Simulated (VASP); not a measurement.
Input of a VASP 6.6.1 run:

The input INCAR:

```
SYSTEM = Al
PREC = Accurate
ENCUT = 520
EDIFF = 1E-6
ISMEAR = -1
SIGMA = 0.1
LREAL = .False.
LASPH = .True.
NELM = 100
ALGO = Normal
ISIF = 2
LWAVE = .False.
LCHARG = .False.
NBANDS = 8
```

KPOINTS

```
regular mesh
0
Gamma
  14 14 14
  0 0 0
```

POSCAR

```
Al
1.0
    0.0000000000      1.9916090303      1.9916090303
    1.9916090303      0.0000000000      1.9916090303
    1.9916090303      1.9916090303      0.0000000000
Al
1
Direct
    0.0000000000      0.0000000000      0.0000000000
```

Potentials or basis: VASP PAW LDA potentials, release 64 (Al).

Run with:

```console
$ cat potpaw_LDA.64/Al/POTCAR > POTCAR
$ mpirun -np 1 vasp_std > vasp.out
```

Estimate the pressure.

0.0 GPa.
